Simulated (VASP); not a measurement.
# Ca17S15 (a cell with a defect) in VASP: relaxation of the atoms with PBE

Aim: the relaxation of the atoms of Ca17S15 (a cell with a defect) with PBE.

Everything below comes from runs of VASP 6.6.1. Logs are shortened: lines on timing, memory, paths and dates and some standing lists are left out, and cuts for length are marked.

**1. The cell of the first run**

The cell holds a defect, 32 atoms: a = 9.893 Å, b = 9.893 Å, c = 9.893 Å, α = 109.47°, β = 109.47°, γ = 109.47°.

**2. Relaxation of the atoms, PBE**

Input file INCAR:

```
SYSTEM = Ca17S15
PREC = Accurate
ENCUT = 450
EDIFF = 1E-7
ISMEAR = 0
SIGMA = 0.01
LREAL = Auto
LASPH = .TRUE.
NELM = 120
ALGO = Normal
ISIF = 2
LWAVE = .FALSE.
LCHARG = .FALSE.
GGA = PE
IBRION = 2
NSW = 65
EDIFFG = -0.025
GGA_COMPAT = .FALSE.
NELMIN = 4
KPAR = 2
NCORE = 2
```

Input file KPOINTS:

```
Automatic mesh
0
Gamma
  2 2 2
  0.5 0.5 0.5
```

Input file POSCAR:

```
Ca17S15
1.0
    5.7117999112      5.7117999112      5.7117999112
   -5.7117999112     -5.7117999112      5.7117999112
    5.7117999112     -5.7117999112     -5.7117999112
Ca S
17 15
Direct
    0.2500000000      0.2500000000      0.5000000000
    0.5000000000      0.0000000000      0.5000000000
    0.2500000000      0.5000000000      0.2500000000
    0.5000000000      0.2500000000      0.2500000000
    0.7500000000      0.0000000000      0.2500000000
    0.7500000000      0.7500000000      0.5000000000
    0.0000000000      0.5000000000      0.5000000000
    0.2500000000      1.0000000000      0.7500000000
    0.2500000000      0.7500000000      0.0000000000
    0.5000000000      0.5000000000      0.0000000000
    0.7500000000      0.2500000000      0.0000000000
    0.0000000000      0.0000000000      0.0000000000
    0.0000000000      0.7500000000      0.2500000000
    0.5000000000      0.7500000000      0.7500000000
    0.7500000000      0.5000000000      0.7500000000
    0.0000000000      0.2500000000      0.7500000000
    0.5000000000      0.2500000000      0.7500000000
    0.7500000000      0.0000000000      0.7500000000
    0.5000000000      0.5000000000      0.5000000000
    0.7500000000      0.2500000000      0.5000000000
    0.0000000000      0.0000000000      0.5000000000
    0.0000000000      0.7500000000      0.7500000000
    0.2500000000      0.5000000000      0.7500000000
    0.5000000000      0.0000000000      0.0000000000
    0.5000000000      0.7500000000      0.2500000000
    0.7500000000      0.5000000000      0.2500000000
    0.0000000000      0.2500000000      0.2500000000
    0.2500000000      0.0000000000      0.2500000000
    0.2500000000      0.7500000000      0.5000000000
    0.7500000000      0.7500000000      0.0000000000
    0.0000000000      0.5000000000      0.0000000000
    0.2500000000      0.2500000000      0.0000000000
```

Potentials or basis: VASP PAW PBE potentials, release 64 (Ca_sv, S).

The run is started by

```bash
$ cat potpaw_PBE.64/Ca_sv/POTCAR potpaw_PBE.64/S/POTCAR > POTCAR
$ mpirun -np 4 vasp_std > vasp.out
```

OUTCAR:

```text
SYSTEM = Ca17S15
   PREC = Accurate
   ENCUT = 450
   EDIFF = 1E-7
   ISMEAR = 0
   LREAL = Auto
   LASPH = .TRUE.
   NELM = 120
   ISIF = 2
   GGA = PE
   IBRION = 2
   NSW = 65
   EDIFFG = -0.025
   NELMIN = 4

 ion  position               nearest neighbor table
   1  0.250  0.250  0.500-  17 2.86  19 2.86  21 2.86  23 2.86  27 2.86  28 2.86
   2  0.500  0.000  0.500-  17 2.86  18 2.86  20 2.86  25 2.86  28 2.86  29 2.86
   3  0.250  0.500  0.250-  19 2.86  25 2.86  27 2.86  29 2.86  31 2.86  32 2.86
   4  0.500  0.250  0.250-  19 2.86  20 2.86  24 2.86  26 2.86  28 2.86  32 2.86
   5  0.750  0.000  0.250-  20 2.86  21 2.86  24 2.86  25 2.86  27 2.86  30 2.86
   6  0.750  0.750  0.500-  18 2.86  19 2.86  21 2.86  22 2.86  25 2.86  26 2.86
[... 24 lines left out ...]
  31  0.000  0.500  0.000-   3 2.86   9 2.86  11 2.86  13 2.86  15 2.86  16 2.86
  32  0.250  0.250  0.000-   3 2.86   4 2.86   8 2.86  10 2.86  12 2.86  16 2.86

  LATTYP: Found a body centered cubic cell.
 ALAT       =    11.4235998224

  Lattice vectors:

 A1 = (   5.7117999112,   5.7117999112,   5.7117999112)
 A2 = (  -5.7117999112,  -5.7117999112,   5.7117999112)
 A3 = (   5.7117999112,  -5.7117999112,  -5.7117999112)

Analysis of symmetry for initial positions (statically):
=====================================================================
 Subroutine PRICEL returns:
 Original cell was already a primitive cell.

 Routine SETGRP: Setting up the symmetry group for a
 body centered cubic supercell.

 Subroutine GETGRP returns: Found 48 space group operations
 (whereof  8 operations were pure point group operations)
 out of a pool of 48 trial point group operations.

The static configuration has the point symmetry D_2d.
 The point group associated with its full space group is O_h .

Analysis of symmetry for dynamics (positions and initial velocities):
=====================================================================
 Subroutine PRICEL returns:
 Original cell was already a primitive cell.

 Routine SETGRP: Setting up the symmetry group for a
 body centered cubic supercell.

 Subroutine GETGRP returns: Found 48 space group operations
 (whereof  8 operations were pure point group operations)
 out of a pool of 48 trial point group operations.

The dynamic configuration has the point symmetry D_2d.
 The point group associated with its full space group is O_h .

 Subroutine INISYM returns: Found 48 space group operations
 (whereof  8 operations are pure point group operations),
 and found     1 'primitive' translations

----------------------------------------------------------------------------------------
[... 149 lines left out ...]
     AMIX     =   0.40;   BMIX     =  1.00
     AMIX_MAG =   1.60;   BMIX_MAG =  1.00
  volume/ion in A,a.u.               =      23.29       157.19
  Fermi-wavevector in a.u.,A,eV,Ry     =   1.152408  2.177736 18.069141  1.328044
  Thomas-Fermi vector in A             =   2.289059
   LORBIT       =      0    0 simple, 1 ext, 2 COOP (PROOUT), +10 PAW based schemes
   GGA     = PE    functional components
   LHFCALC =     F    Hartree Fock is set to
   AEXX    =    0.0000 exact exchange contribution
   IVDW    =     0    specifies the selected vdW correction
   LEPSILON=     F    determine dielectric tensor
   LRPA    =     F    only Hartree local field effects (RPA)
 conjugate gradient relaxation of ions
 non-spin polarized calculation
 Gauss-broadening in eV      SIGMA  =   0.01
  energy-cutoff  :      450.00
  volume of cell :      745.38
 maximum number of plane-waves:     16196
 NGX is ok and might be reduce to    70
   NGX = 35   NGY = 35   NGZ = 35

--------------------------------------- Ionic step        1  -------------------------------------------

 number of electron     260.0000131 magnetization

 Free energy of the ion-electron system (eV)
  ---------------------------------------------------
  ext. energy  EPLUGINS =         0.00000000
  ---------------------------------------------------
  free energy    TOTEN  =      -152.89313452 eV

  energy without entropy =     -152.88783438  energy(sigma->0) =     -152.89048445

------------------------ aborting loop because EDIFF is reached ----------------------------------------

  FORCE on cell =-STRESS in cart. coord.  units (eV):
  Direction    XX          YY          ZZ          XY          YZ          ZX
  --------------------------------------------------------------------------------------
  -------------------------------------------------------------------------------------
  Total        6.1993438      6.1993438      6.1993438      0.0000000      0.0000000      0.0000000
  in kB       13.3253111     13.3253111     13.3253111      0.0000000      0.0000000      0.0000000
  external PRESSURE =      13.3253111 kB  Pullay stress =       0.0000000 kB
[... 317 lines left out ...]
--------------------------------------- Ionic step        6  -------------------------------------------

 number of electron     260.0000097 magnetization

 Free energy of the ion-electron system (eV)
  ---------------------------------------------------
  ext. energy  EPLUGINS =         0.00000000
  ---------------------------------------------------
  free energy    TOTEN  =      -154.51378417 eV

  energy without entropy =     -154.50848403  energy(sigma->0) =     -154.51113410

 E-fermi :   5.4725     XC(G=0):  -9.3310

 val. band max:        5.0105733724   @ k =  -0.2500   0.2500   0.2500
 cond. band min:       5.4793492099   @ k =  -0.2500   0.2500   0.2500
 fundamental gap:      0.4687758374
 Fermi energy:         5.4725085179

 k-point     1 :       0.2500    0.2500    0.2500
  band No.  band energies     occupation
      1     -37.8481      2.00000
      2     -36.4377      2.00000
      3     -36.4377      2.00000
      4     -36.4377      2.00000
      5     -36.4338      2.00000
      6     -36.4338      2.00000
[... 134 lines left out ...]
    141       6.5563      0.00000
    142       6.5563      0.00000

 k-point     2 :      -0.2500    0.2500    0.2500
  band No.  band energies     occupation
      1     -37.8481      2.00000
      2     -36.4391      2.00000
      3     -36.4370      2.00000
      4     -36.4356      2.00000
      5     -36.4356      2.00000
      6     -36.4346      2.00000
[... 134 lines left out ...]
    141       6.6683      0.00000
    142       6.6806      0.00000
 [bands above 142 left out]

------------------------ aborting loop because EDIFF is reached ----------------------------------------

  FORCE on cell =-STRESS in cart. coord.  units (eV):
  Direction    XX          YY          ZZ          XY          YZ          ZX
  --------------------------------------------------------------------------------------
  -------------------------------------------------------------------------------------
  Total        7.0171846      7.0171846      7.0171846     -0.0000000     -0.0000000     -0.0000000
  in kB       15.0832364     15.0832364     15.0832364     -0.0000000     -0.0000000     -0.0000000
  external PRESSURE =      15.0832364 kB  Pullay stress =       0.0000000 kB
[... 47 lines left out ...]
  FREE ENERGIE OF THE ION-ELECTRON SYSTEM (eV)
  ---------------------------------------------------
  free  energy   TOTEN  =      -154.5137841717 eV

  energy  without entropy=     -154.5084840329  energy(sigma->0) =     -154.51113410

 reached required accuracy - stopping structural energy minimisation
```

OSZICAR:

```text
N       E                     dE             d eps       ncg     rms          rms(c)
DAV:   1     0.257977967246E+04    0.25798E+04   -0.11481E+05   624   0.142E+03
DAV:   2     0.900479894991E+02   -0.24897E+04   -0.24249E+04   704   0.440E+02
DAV:   3    -0.137613444291E+03   -0.22766E+03   -0.22450E+03   864   0.109E+02
[... 65 lines left out ...]
DAV:   4    -0.154513782426E+03    0.16001E-04   -0.97323E-05   840   0.249E-02    0.273E-02
DAV:   5    -0.154513784027E+03   -0.16009E-05   -0.18638E-05   736   0.101E-02    0.746E-03
DAV:   6    -0.154513784114E+03   -0.86387E-07   -0.12886E-06   776   0.245E-03    0.561E-03
DAV:   7    -0.154513784158E+03   -0.43918E-07   -0.12919E-06   576   0.328E-03    0.406E-03
DAV:   8    -0.154513784172E+03   -0.14061E-07   -0.26864E-07   544   0.114E-03
   6 F= -.15451378E+03 E0= -.15451113E+03  d E =-.881862E-03
```

CONTCAR:

```text
Ca17S15
   1.00000000000000
     5.7117999112000000    5.7117999112000000    5.7117999112000000
    -5.7117999112000000   -5.7117999112000000    5.7117999112000000
     5.7117999112000000   -5.7117999112000000   -5.7117999112000000
  Ca              S
    17    15
Direct
     0.2275055872523697    0.2500000000000000    0.4775055872523698
     0.5000000000000000    0.9775055872523698    0.4775055872523698
     0.2500000000000000    0.5000000000000000    0.2500000000000000
     0.5000000000000000    0.2500000000000000    0.2500000000000000
     0.7500000000000000    0.0000000000000000    0.2500000000000000
     0.7500000000000000    0.7500000000000000    0.5000000000000000
[... 24 lines left out ...]
     0.9972580621678533    0.4986290310839266    0.9986290310839266
     0.2513709689160734    0.2500000000000000    0.9986290310839266

  0.00000000E+00  0.00000000E+00  0.00000000E+00
  0.00000000E+00  0.00000000E+00  0.00000000E+00
  0.00000000E+00  0.00000000E+00  0.00000000E+00
  0.00000000E+00  0.00000000E+00  0.00000000E+00
  0.00000000E+00  0.00000000E+00  0.00000000E+00
  0.00000000E+00  0.00000000E+00  0.00000000E+00
[... 24 lines left out ...]
  0.00000000E+00  0.00000000E+00  0.00000000E+00
  0.00000000E+00  0.00000000E+00  0.00000000E+00
```

Wall time 6 min (4 MPI ranks of AMD EPYC 9R45 (Zen 5), shared host); peak memory 0.5 GiB.

What came out:

```yaml
Free_energy: -154.5138 eV
Energy_gained_by_relaxing: 50.6 meV/atom
Ionic_steps: 6
Pressure_after_relaxing: 1.5 GPa
Largest_force_after_relaxing: 0.023 eV/Å
Band_gap_on_the_k_mesh: zero (band 130 reaches 5.71 eV, above the bottom of band 131 at 5.48 eV)
```

Forces in eV/Å, atoms in the order of the input:
```
Ca   0.009  0.000  0.000
Ca   0.000 -0.009  0.000
Ca   0.000  0.000  0.000
Ca   0.000  0.000  0.000
Ca   0.000  0.000  0.000
Ca   0.000  0.000  0.000
Ca   0.000  0.000  0.000
Ca   0.000  0.000  0.009
Ca   0.000  0.000  0.000
Ca   0.000  0.009  0.000
Ca  -0.009  0.000  0.000
Ca   0.000  0.000  0.000
Ca   0.000  0.000  0.000
Ca   0.000  0.000  0.000
Ca   0.000  0.000 -0.009
Ca   0.000  0.000  0.000
Ca   0.000  0.000  0.000
S    0.016  0.016  0.000
S   -0.016  0.000  0.016
S    0.000  0.016  0.016
S   -0.016  0.000 -0.016
S    0.000  0.000  0.000
S   -0.016 -0.016  0.000
S    0.016  0.000 -0.016
S    0.000  0.000  0.000
S    0.016 -0.016  0.000
S    0.000  0.000  0.000
S   -0.016  0.016  0.000
S    0.000  0.016 -0.016
S    0.000 -0.016  0.016
S    0.016  0.000  0.016
S    0.000 -0.016 -0.016
```

Step by step:
```csv
step,energy change (eV),largest force (eV/Å),pressure (GPa)
1,0.0000,2.0121,1.33
2,-0.9773,1.2913,1.26
3,-1.6149,0.1204,1.54
4,-1.6199,0.0303,1.49
5,-1.6198,0.0340,1.51
6,-1.6206,0.0227,1.51
```

Final structure:
```xyz
32
Lattice="5.7118 5.7118 5.7118 -5.7118 -5.7118 5.7118 5.7118 -5.7118 -5.7118" Properties=species:S:1:pos:R:3 pbc="T T T"
Ca    2.5989   -2.8559    0.0000
Ca    0.0000   -5.4548    5.7118
Ca    0.0000   -2.8559    2.8559
Ca    2.8559    0.0000    2.8559
Ca    5.7118    2.8559    2.8559
Ca    2.8559   -2.8559    5.7118
Ca    0.0000   -5.7118    0.0000
Ca    0.0000   -8.5677    2.5989
Ca   -2.8559   -2.8559    5.7118
Ca    0.0000   -0.2570    5.7118
Ca    3.1129    2.8559    5.7118
Ca    0.0000    0.0000    0.0000
Ca   -2.8559   -5.7118    2.8559
Ca    2.8559   -5.7118    2.8559
Ca    5.7118   -2.8559    3.1129
Ca    2.8559   -5.7118   -2.8559
Ca    5.7118   -2.8559    0.0000
S     8.5520   -0.0157    0.0000
S     2.8716   -2.8559    2.8402
S     5.7118   -0.0157    2.8402
S     2.8716   -2.8559   -2.8402
S     0.0000   -8.5677    0.0000
S     2.8716   -5.6961    0.0000
S     8.5520   -2.8559   -2.8402
S     0.0000   -2.8559    5.7118
S     2.8402    0.0157    5.7118
S     0.0000   -2.8559    0.0000
S     2.8716   -0.0157    0.0000
S     0.0000   -5.7275    2.8716
S     5.7118   -5.6961    2.8402
S     8.5520   -2.8559    2.8402
S     5.7118   -5.6961   -2.8402
```

Levels at points of the mesh, in eV from the Fermi level:
```
           k point  band 125  band 126  band 127  band 128  band 129  band 130  band 131  band 132  band 133  band 134
(0.25, 0.25, 0.25)     -3.47     -3.44     -3.44     -3.44     -1.39      0.24      0.24      0.24      0.30      0.30
```

Caveat: the k points lie up to 0.39 Å⁻¹ apart.
